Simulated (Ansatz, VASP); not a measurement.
**Pd in VASP and in Ansatz**

The input POSCAR:

```
Pd
1.0
    0.0000000000      1.9188960000      1.9188960000
    1.9188960000      0.0000000000      1.9188960000
    1.9188960000      1.9188960000      0.0000000000
Pd
1
Direct
    0.0000000000      0.0000000000      0.0000000000
```

Contents of INCAR.step1:

```
  PREC = Accurate
  ENCUT = 550
  ISMEAR = -1
  SIGMA = 0.1
  LREAL = False
  LASPH = True
  NELM = 120
  NBANDS = 11
  GGA = PE
  ALGO = Normal
  EDIFF = 1E-5
  LWAVE = True
  LCHARG = False
  GGA_COMPAT = False
```

The input INCAR.step2:

```
  PREC = Accurate
  ENCUT = 550
  EDIFF = 1E-6
  ISMEAR = -1
  SIGMA = 0.1
  LREAL = False
  LASPH = True
  NELM = 120
  ALGO = Normal
  ISIF = 2
  LWAVE = False
  LCHARG = True
  METAGGA = R2SCAN
  LMIXTAU = True
  LELF = True
  LVHAR = True
  NBANDS = 11
  ISTART = 1
  GGA_COMPAT = False
```

The input KPOINTS:

```
regular mesh
0
Gamma
  15 15 15
```

Input for Ansatz:

```yaml
crystal:
  lattice:
    - [0.0, 1.918896, 1.918896]
    - [1.918896, 0.0, 1.918896]
    - [1.918896, 1.918896, 0.0]
  atoms:
    - { symbol: Pd, position: [0.0, 0.0, 0.0] }
  symmetry: { tolerance: 0.0003 }
kpoints:
  mp_grid: { grid: [15, 15, 15], shift: [0, 0, 0] }
  band_path:
    path:
      - [0.0, 0.0, 0.0]
      - [0.5, 0.0, 0.5]
      - [0.625, 0.25, 0.625]
      - [0.375, 0.375, 0.75]
      - [0.0, 0.0, 0.0]
      - [0.5, 0.5, 0.5]
      - [0.5, 0.25, 0.75]
      - [0.5, 0.0, 0.5]
    npoints: 8
magnetization:
  spin_polarized: false
scf:
  occupations: { method: fermi_dirac }
  lower_state_search: "off"
  max_iter: 200
hamiltonian:
  pseudopotentials: { kind: paw }
  xc: r2scan
basis:
  ecutwfc: 500
  fft_grid_basis: typed
output:
  forces: true
  stress: true
  eigenvalues: true
  bader: true
  populations: true
  elf: true
  write_potential: true
  volumetric_format: npy
  dos:
    e_range: [-12, 8]
    de: 0.05
    projected: { site_lists: { Pd: [Pd] } }
checkpoint:
  read: saved_state
```

Alike in both runs: task single point; functional r2SCAN; k mesh 15 × 15 × 15; no spin polarisation.

|  | VASP | Ansatz |
| --- | --- | --- |
| version | VASP 6.6.1 | Ansatz 0.2.0 |
| potentials or method | VASP PAW PBE potentials, release 64 (Pd), cutoff 550 eV | PAW plane waves |
| occupations | fermi-dirac, width 0.1 eV | fermi-dirac |
| valence electrons in the cell | 10 | 18 |

VASP gave:

- pressure (GPa): 12.8

Problem. What did Ansatz give for the same quantities?

Solution. Pressure (GPa): 11.9.

VASP's potentials were made for PBE, not for r2SCAN. VASP's potentials hold 10 valence electrons a cell and Ansatz's 18, so a difference there can come from the potentials and not from the codes.
